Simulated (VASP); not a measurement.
# B17HN18 (a cell with a defect) in VASP: further runs

The runs below take B17HN18 (a cell with a defect) through single point, with PBE.

Everything below comes from runs of VASP 6.6.1. Logs are shortened: lines on timing, memory, paths and dates and some standing lists are left out, and cuts for length are marked.

**1. The cell of the first run**

The cell holds a defect, 36 atoms: a = 7.465 Å, b = 7.465 Å, c = 6.495 Å, α = 90.00°, β = 90.00°, γ = 120.00°.

**2. Single point, PBE**

File INCAR:

```
PREC     = Accurate       # precision mode
ENCUT    = 520            # plane-wave cutoff, eV
EDIFF    = 1E-6           # SCF threshold, eV
ISMEAR   = -1             # smearing method
SIGMA    = 0.01           # smearing width, eV
LREAL    = Auto         
LASPH    = T              # aspherical terms in the spheres
NELM     = 60             # most SCF steps
ALGO     = Normal         # electronic algorithm
ISIF     = 2              # what is computed and relaxed
LWAVE    = F              # write WAVECAR
LCHARG   = F              # write CHGCAR
GGA      = PE             # functional
NELECT   = 144.0        
NBANDS   = 95             # bands
```

File KPOINTS:

```
Automatic mesh
0
Gamma
  2 2 2
  0.5 0.5 0.5
```

File POSCAR:

```
B17HN18
1.0
    7.4650312844      0.0000000000      0.0000000000
   -3.7325156422      6.4649067324      0.0000000000
    0.0000000000      0.0000000000      6.4954828762
B N H
17 18 1
Direct
    0.1171141469      0.2186811829      0.2419149999
    0.2214163455      0.1205426473      0.7593142239
    0.1164212924      0.5482003483      0.2433136643
    0.2193942630      0.4576314963      0.8077944640
    0.1160982172      0.8831784473      0.2391073499
    0.2169306486      0.7844829572      0.7450142438
    0.4516510235      0.2202815100      0.2322788633
    0.5500220257      0.1142454933      0.7372832154
    0.4473645852      0.5524060675      0.1431804979
    0.4513071233      0.8829357430      0.2440627910
    0.5452903134      0.7808346175      0.8073373061
    0.7827823302      0.2168406855      0.2543291593
    0.8842742371      0.1167465885      0.7693675792
    0.7793965466      0.5479624147      0.2318009227
    0.8836070227      0.4550854203      0.7351127014
    0.7809164243      0.8822647786      0.2418301687
    0.8793764110      0.7761079218      0.7560362981
    0.1089368865      0.2316264111      0.7845821746
    0.2271695249      0.1058929934      0.2363784216
    0.1096590744      0.5619297527      0.7453486015
    0.2254827868      0.4380558765      0.2303163196
    0.1068816667      0.8963769835      0.7479741493
    0.2271985033      0.7723696556      0.2402519196
    0.4378051782      0.2203681320      0.7370246874
    0.5602960324      0.1066138981      0.2525378922
    0.4237153090      0.5767365566      0.8972661009
    0.5609576533      0.4383400347      0.2052167297
    0.4401040301      0.8906943081      0.7448328511
    0.5614494155      0.7739873551      0.2308793360
    0.7743037425      0.2275586593      0.7452633680
    0.8936033650      0.1057321535      0.2570464363
    0.7764575889      0.5631018456      0.7301451521
    0.8929131736      0.4390765662      0.2513351329
    0.7706931089      0.8928473268      0.7851208370
    0.8938144700      0.7723757124      0.2354962445
    0.5481045298      0.3866537054      0.7398203482
```

Potentials or basis: VASP PAW PBE potentials, release 64 (B, N, H).

The run is started by

```bash
cat potpaw_PBE.64/B/POTCAR potpaw_PBE.64/N/POTCAR potpaw_PBE.64/H/POTCAR > POTCAR
mpirun -np 1 vasp_std > vasp.out
```

OUTCAR:

```text
PREC = Accurate
   ENCUT = 520
   EDIFF = 1E-6
   ISMEAR = -1
   LREAL = Auto
   LASPH = T
   NELM = 60
   ISIF = 2
   GGA = PE
   NELECT = 144.0

 ion  position               nearest neighbor table
   1  0.117  0.219  0.242-  21 1.42  19 1.44  31 1.45
   2  0.221  0.121  0.759-  24 1.41  22 1.45  18 1.45
   3  0.116  0.548  0.243-  21 1.42  33 1.45  23 1.45
   4  0.219  0.458  0.808-  20 1.44  26 1.45  18 1.47
   5  0.116  0.883  0.239-  23 1.43  35 1.44  19 1.44
   6  0.217  0.784  0.745-  22 1.43  20 1.44  28 1.44
   7  0.452  0.220  0.232-  27 1.42  25 1.44  19 1.45
   8  0.550  0.114  0.737-  24 1.41  28 1.45  30 1.45
   9  0.447  0.552  0.143-  27 1.53  29 1.54  21 1.54  26 1.63
  10  0.451  0.883  0.244-  29 1.42  25 1.45  23 1.45
  11  0.545  0.781  0.807-  28 1.45  26 1.45  34 1.46
  12  0.783  0.217  0.254-  31 1.43  33 1.44  25 1.44
  13  0.884  0.117  0.769-  30 1.44  34 1.45  18 1.46
  14  0.779  0.548  0.232-  27 1.42  33 1.44  35 1.45
  15  0.884  0.455  0.735-  32 1.39  20 1.46  30 1.47
[... 14 lines left out ...]
  30  0.774  0.228  0.745-  13 1.44   8 1.45  15 1.47
  31  0.894  0.106  0.257-  12 1.43  16 1.45   1 1.45
  32  0.776  0.563  0.730-  17 1.39  15 1.39
  33  0.893  0.439  0.251-  12 1.44  14 1.44   3 1.45
  34  0.771  0.893  0.785-  13 1.45  11 1.46  17 1.47
  35  0.894  0.772  0.235-   5 1.44  16 1.44  14 1.45
  36  0.548  0.387  0.740-  24 1.09

  LATTYP: Found a hexagonal cell.
 ALAT       =     7.4650312844
 C/A-ratio  =     0.8701213202

  Lattice vectors:

 A1 = (   7.4650312844,   0.0000000000,   0.0000000000)
 A2 = (  -3.7325156422,   6.4649067324,   0.0000000000)
 A3 = (   0.0000000000,   0.0000000000,   6.4954828762)

Analysis of symmetry for initial positions (statically):
=====================================================================
 Subroutine PRICEL returns:
 Original cell was already a primitive cell.

 Routine SETGRP: Setting up the symmetry group for a
 hexagonal supercell.

 Subroutine GETGRP returns: Found  1 space group operations
 (whereof  1 operations were pure point group operations)
 out of a pool of 24 trial point group operations.

The static configuration has the point symmetry C_1 .

Analysis of symmetry for dynamics (positions and initial velocities):
=====================================================================
[... 165 lines left out ...]
   EDIFF  = 0.1E-05   stopping-criterion for ELM
   LREAL  =      T    real-space projection
   EDIFFG = 0.1E-04   stopping-criterion for IOM
   NSW    =      0    number of steps for IOM
   IBRION =     -1    ionic relax: 0-MD 1-quasi-New 2-CG
   NFREE  =      0    steps in history (QN), initial steepest desc. (CG)
   ISIF   =      2    stress and relaxation
   ISYM   =      2    0-nonsym 1-usesym 2-fastsym
   POTIM  = 0.5000    time-step for ionic-motion
   TEBEG  =    0.0;   TEEND  =   0.0 temperature during run
   PSTRESS=    0.0 pullay stress
   NELECT =     144.0000    total number of electrons
   NUPDOWN=      -1.0000    fix difference up-down
   EMIN   =  10.00;   EMAX   =-10.00  energy-range for DOS
   EFERMI =   0.00;   METHOD = LEGACY
   ISMEAR =    -1;   SIGMA  =   0.01  broadening in eV -4-tet -1-fermi 0-gaus
   EFERMI_NEDOS =   21; number of points for ismear=-14 and -15
   IALGO  =     38    algorithm
   IMIX   =      4    mixing-type and parameters
     AMIX     =   0.40;   BMIX     =  1.00
     AMIX_MAG =   1.60;   BMIX_MAG =  1.00
  volume/ion in A,a.u.               =       8.71        58.76
  Fermi-wavevector in a.u.,A,eV,Ry     =   1.263166  2.387038 21.709310  1.595589
  Thomas-Fermi vector in A             =   2.396537
   LORBIT       =      0    0 simple, 1 ext, 2 COOP (PROOUT), +10 PAW based schemes
   GGA     = PE    functional components
   LHFCALC =     F    Hartree Fock is set to
   AEXX    =    0.0000 exact exchange contribution
   IVDW    =     0    specifies the selected vdW correction
   LEPSILON=     F    determine dielectric tensor
   LRPA    =     F    only Hartree local field effects (RPA)
 non-spin polarized calculation
  energy-cutoff  :      520.00
  volume of cell :      313.48
 maximum number of plane-waves:      8452
   NGX = 27   NGY = 27   NGZ = 25

 number of electron     144.0000004 magnetization

 Free energy of the ion-electron system (eV)
  ---------------------------------------------------
  ext. energy  EPLUGINS =         0.00000000
  ---------------------------------------------------
  free energy    TOTEN  =      -298.83553593 eV

  energy without entropy =     -298.83553593  energy(sigma->0) =     -298.83553593

 E-fermi :   3.7946     XC(G=0): -10.2699

 val. band max:        3.5178393713   @ k =   0.2500  -0.2500   0.2500
 cond. band min:       6.8116923552   @ k =  -0.2500  -0.2500   0.2500
 fundamental gap:      3.2938529840
 Fermi energy:         3.7946472793

 k-point     1 :       0.2500    0.2500    0.2500
  band No.  band energies     occupation
      1     -15.2473      2.00000
      2     -14.7889      2.00000
      3     -14.6465      2.00000
      4     -14.5827      2.00000
      5     -14.2109      2.00000
      6     -13.6579      2.00000
[... 1033 lines left out ...]
     83       9.4909      0.00000
     84       9.6817      0.00000
 [bands above 84 left out]

------------------------ aborting loop because EDIFF is reached ----------------------------------------

  FORCE on cell =-STRESS in cart. coord.  units (eV):
  Direction    XX          YY          ZZ          XY          YZ          ZX
  --------------------------------------------------------------------------------------
  -------------------------------------------------------------------------------------
  Total       31.6566172     30.1647459     20.9814844     -0.7500380      0.0278267     -0.0008621
  in kB      161.7967335    154.1717904    107.2362095     -3.8334387      0.1422221     -0.0044063
  external PRESSURE =     141.0682445 kB  Pullay stress =       0.0000000 kB

 VOLUME and BASIS-vectors are now :
 -----------------------------------------------------------------------------
  energy-cutoff  :      520.00
  volume of cell :      313.48
      direct lattice vectors                 reciprocal lattice vectors
     7.465031284  0.000000000  0.000000000     0.133957911  0.077340636  0.000000000
    -3.732515642  6.464906732  0.000000000     0.000000000  0.154681273  0.000000000
     0.000000000  0.000000000  6.495482876     0.000000000  0.000000000  0.153953142

 POSITION                                       TOTAL-FORCE (eV/Angst)
 -----------------------------------------------------------------------------------
      0.05803      1.41375      1.57135        -0.160189      0.065985      0.017381
      1.20295      0.77930      4.93211         0.006168     -0.124762     -0.015499
     -1.17708      3.54406      1.58044        -0.151247      0.076285      0.013610
     -0.07033      2.95854      5.24702         0.151688     -0.064854      0.114446
     -2.42980      5.70967      1.55312        -0.165442      0.111818      0.028826
     -1.30870      5.07161      4.83923         0.133374     -0.097499     -0.020254
[... 28 lines left out ...]
      3.78945      4.99334      1.52966         0.100825     -0.082049      0.016889
      2.64843      2.49968      4.80549        -0.107210     -0.202535      0.014665
 -----------------------------------------------------------------------------------
    total drift:                                0.002623      0.000218      0.003725

  FREE ENERGIE OF THE ION-ELECTRON SYSTEM (eV)
  ---------------------------------------------------
  free  energy   TOTEN  =      -298.8355359336 eV

  energy  without entropy=     -298.8355359336  energy(sigma->0) =     -298.83553593
```

Wall time 4.3 min (1 thread of AMD EPYC 9R45 (Zen 5), shared host); peak memory 0.47 GiB.

Results:

- Free energy: -298.8355 eV
- Largest force: 0.287 eV/Å

Forces on the atoms (eV/Å):
```
B   -0.160  0.066  0.017
B    0.006 -0.125 -0.015
B   -0.151  0.076  0.014
B    0.152 -0.065  0.114
B   -0.165  0.112  0.029
B    0.133 -0.097 -0.020
B   -0.223  0.088 -0.043
B    0.112 -0.104  0.003
B   -0.088  0.047  0.039
B   -0.148  0.089  0.011
B    0.143 -0.114  0.108
B   -0.141  0.081  0.011
B   -0.011 -0.009 -0.056
B   -0.182  0.139 -0.050
B    0.112 -0.030  0.004
B   -0.124  0.080  0.012
B    0.183  0.059 -0.012
N    0.078  0.036 -0.044
N    0.148 -0.090  0.009
N   -0.169  0.060 -0.026
N    0.120 -0.077 -0.107
N   -0.247  0.131  0.067
N    0.154 -0.089 -0.023
N    0.002  0.235 -0.037
N    0.218 -0.118  0.022
N   -0.126  0.068 -0.048
N    0.131 -0.069  0.022
N   -0.153  0.162  0.002
N    0.128 -0.064 -0.113
N   -0.019  0.000  0.001
N    0.152 -0.048  0.138
N   -0.044  0.021 -0.040
N    0.202 -0.117  0.023
N   -0.014 -0.050 -0.042
N    0.101 -0.082  0.017
H   -0.107 -0.203  0.015
```

Caveat: the cell carries a net charge on a neutralising background, which shifts energy and pressure; the cell is charged against a uniform background, so pressure and absolute levels hang on convention.

**3. Single point, PBE**

File INCAR:

```
ALGO = Normal
EDIFF = 1E-6
ENCUT = 520
GGA = PE
ISIF = 2
ISMEAR = -1
LASPH = True
LCHARG = False
LREAL = Auto
LWAVE = False
NBANDS = 95
NELM = 80
PREC = Accurate
SIGMA = 0.01
```

KPOINTS is that of step 2.

File POSCAR:

```
B17HN18
1.0
    7.4650312844      0.0000000000      0.0000000000
   -3.7325156422      6.4649067324      0.0000000000
    0.0000000000      0.0000000000      6.4954828762
B N H
17 18 1
Direct
    0.1139811285      0.2233211501      0.2501857268
    0.2181363630      0.1100974507      0.7358731916
    0.1138431416      0.5565452786      0.2524353756
    0.2225196083      0.4434092789      0.7595590585
    0.1137772819      0.8899428391      0.2491392467
    0.2184481918      0.7782767543      0.7545128099
    0.4473379842      0.2235177671      0.2489220258
    0.5510009204      0.1111877117      0.7436092069
    0.4474354112      0.5564680186      0.2517998834
    0.4472677491      0.8899333826      0.2511256778
    0.5577330923      0.7833583850      0.7641286719
    0.7804680958      0.2233458778      0.2501731506
    0.8874088054      0.1174491707      0.7540888566
    0.7802222413      0.5565163164      0.2512416601
    0.8800419007      0.4446219080      0.7538465006
    0.7804636417      0.8898114797      0.2511693497
    0.8852203661      0.7834076142      0.7520254132
    0.1094358300      0.2234511980      0.7491128431
    0.2245368193      0.1125250501      0.2473602803
    0.1086539574      0.5569271811      0.7591608464
    0.2246005025      0.4457765837      0.2534356855
    0.1077555903      0.8889339595      0.7479438917
    0.2246204400      0.7791934278      0.2512671478
    0.4338016653      0.2095875243      0.7157149113
    0.5580134092      0.1124829509      0.2478298244
    0.4400032751      0.5691261463      0.7817078427
    0.5579690520      0.4457633937      0.2517083039
    0.4405380725      0.8890998232      0.7569782232
    0.5580144203      0.7792383725      0.2539819822
    0.7734746717      0.2243984281      0.7518908118
    0.8912830722      0.1125509500      0.2507430247
    0.7877439706      0.5699017823      0.7386883805
    0.8912948883      0.4458689677      0.2509077325
    0.7783190075      0.8972185677      0.7597219090
    0.8912869214      0.7792733959      0.2496801646
    0.5146466980      0.3661190382      0.6933114711
```

Potentials or basis: VASP PAW PBE potentials, release 64 (B, N, H).

The run is started by

```bash
cat potpaw_PBE.64/B/POTCAR potpaw_PBE.64/N/POTCAR potpaw_PBE.64/H/POTCAR > POTCAR
mpirun -np 1 vasp_std > vasp.out
```

OUTCAR:

```text
EDIFF = 1E-6
   ENCUT = 520
   GGA = PE
   ISIF = 2
   ISMEAR = -1
   LASPH = True
   LREAL = Auto
   NELM = 80
   PREC = Accurate

 ion  position               nearest neighbor table
   1  0.114  0.223  0.250-  19 1.43  21 1.44  31 1.44
   2  0.218  0.110  0.736-  24 1.40  22 1.43  18 1.44
   3  0.114  0.557  0.252-  21 1.43  33 1.44  23 1.44
   4  0.223  0.443  0.760-  26 1.42  18 1.42  20 1.47
   5  0.114  0.890  0.249-  23 1.43  35 1.44  19 1.44
[... 1316 lines left out ...]
  Total       17.4948781     31.1470757      6.9267173     -0.0741693      0.0833556      0.0331580
  in kB       89.4161908    159.1924703     35.4024002     -0.3790789      0.4260299      0.1694704
  external PRESSURE =      94.6703538 kB  Pullay stress =       0.0000000 kB

 VOLUME and BASIS-vectors are now :
 -----------------------------------------------------------------------------
  energy-cutoff  :      520.00
  volume of cell :      313.48
      direct lattice vectors                 reciprocal lattice vectors
     7.465031284  0.000000000  0.000000000     0.133957911  0.077340636  0.000000000
    -3.732515642  6.464906732  0.000000000     0.000000000  0.154681273  0.000000000
     0.000000000  0.000000000  6.495482876     0.000000000  0.000000000  0.153953142

 POSITION                                       TOTAL-FORCE (eV/Angst)
 -----------------------------------------------------------------------------------
      0.01732      1.44375      1.62508        -0.153401      0.127115      0.014749
      1.21745      0.71177      4.77985        -0.069115     -0.177308      0.112579
     -1.22747      3.59801      1.63969        -0.161802      0.054340     -0.015663
      0.00608      2.86660      4.93370         0.184916      0.176388      0.071669
     -2.47237      5.75340      1.61828        -0.212508      0.124928     -0.015381
     -1.27421      5.03149      4.90093         0.135457     -0.138359     -0.020703
[... 28 lines left out ...]
      3.74483      5.03793      1.62179         0.179796     -0.105879      0.009344
      2.47531      2.36693      4.50339        -0.044478     -0.169925      0.146258
 -----------------------------------------------------------------------------------
    total drift:                               -0.000161      0.002318      0.004340

  FREE ENERGIE OF THE ION-ELECTRON SYSTEM (eV)
  ---------------------------------------------------
  free  energy   TOTEN  =      -305.2906373384 eV

  energy  without entropy=     -305.2837450334  energy(sigma->0) =     -305.28719119
```

OSZICAR:

```text
N       E                     dE             d eps       ncg     rms          rms(c)
DAV:   1     0.720638637851E+03    0.72064E+03   -0.73458E+04  2288   0.141E+03
[... 13 lines left out ...]
DAV:  15    -0.305290425760E+03    0.14877E-02   -0.44853E-03  2688   0.256E-01    0.130E-01
DAV:  16    -0.305290630734E+03   -0.20497E-03   -0.18713E-03  2688   0.162E-01    0.757E-02
DAV:  17    -0.305290682917E+03   -0.52183E-04   -0.57999E-04  2696   0.802E-02    0.772E-02
DAV:  18    -0.305290640112E+03    0.42805E-04   -0.21351E-04  2552   0.512E-02    0.428E-02
DAV:  19    -0.305290637437E+03    0.26747E-05   -0.70622E-05  2552   0.323E-02    0.140E-02
DAV:  20    -0.305290637888E+03   -0.45034E-06   -0.17923E-05  2760   0.158E-02    0.127E-02
DAV:  21    -0.305290637338E+03    0.54920E-06   -0.87152E-06  2640   0.110E-02
   1 F= -.30529064E+03 E0= -.30528719E+03  d E =-.689231E-02
```

stdout:

```text
POSCAR found type information on POSCAR B N H
 POSCAR found :  3 types and      36 ions
 scaLAPACK will be used
 LDA part: xc-table for (Slater+PW92), standard interpolation
 POSCAR, INCAR and KPOINTS ok, starting setup
 FFT: planning ... GRIDC
 FFT: planning ... GRID_SOFT
 FFT: planning ... GRID
 WAVECAR not read
 entering main loop
```

Wall time 6.1 min (1 thread of AMD EPYC 9R45 (Zen 5), shared host); peak memory 0.46 GiB.

What came out:

```yaml
Free_energy: -305.2906 eV
Pressure: 9.5 GPa
Largest_force: 0.463 eV/Å
Band_gap_on_the_k_mesh: zero (bands 71 and 72 overlap by 0.03 eV)
```

Forces in eV/Å, atoms in the order of the input:
```
B   -0.153  0.127  0.015
B   -0.069 -0.177  0.113
B   -0.162  0.054 -0.016
B    0.185  0.176  0.072
B   -0.213  0.125 -0.015
B    0.135 -0.138 -0.021
B   -0.170  0.064  0.023
B   -0.033 -0.313 -0.084
B   -0.208  0.116  0.000
B   -0.135  0.129 -0.010
B   -0.093 -0.384  0.144
B   -0.205  0.112 -0.015
B    0.219 -0.164  0.002
B   -0.152  0.125  0.009
B    0.089  0.135 -0.051
B   -0.178  0.067  0.005
B   -0.007 -0.148  0.004
N   -0.126  0.098 -0.113
N    0.180 -0.115 -0.017
N   -0.219  0.041 -0.053
N    0.159 -0.092  0.001
N    0.088  0.284  0.058
N    0.171 -0.101  0.017
N    0.241  0.367 -0.145
N    0.170 -0.101  0.009
N    0.083 -0.020 -0.118
N    0.169 -0.103 -0.020
N   -0.151  0.413 -0.004
N    0.173 -0.095  0.000
N   -0.136  0.106  0.025
N    0.173 -0.096  0.004
N   -0.089 -0.184  0.130
N    0.176 -0.106  0.006
N   -0.049  0.075 -0.111
N    0.180 -0.106  0.009
H   -0.044 -0.170  0.146
```

Caveat: the k points lie up to 0.49 Å⁻¹ apart.
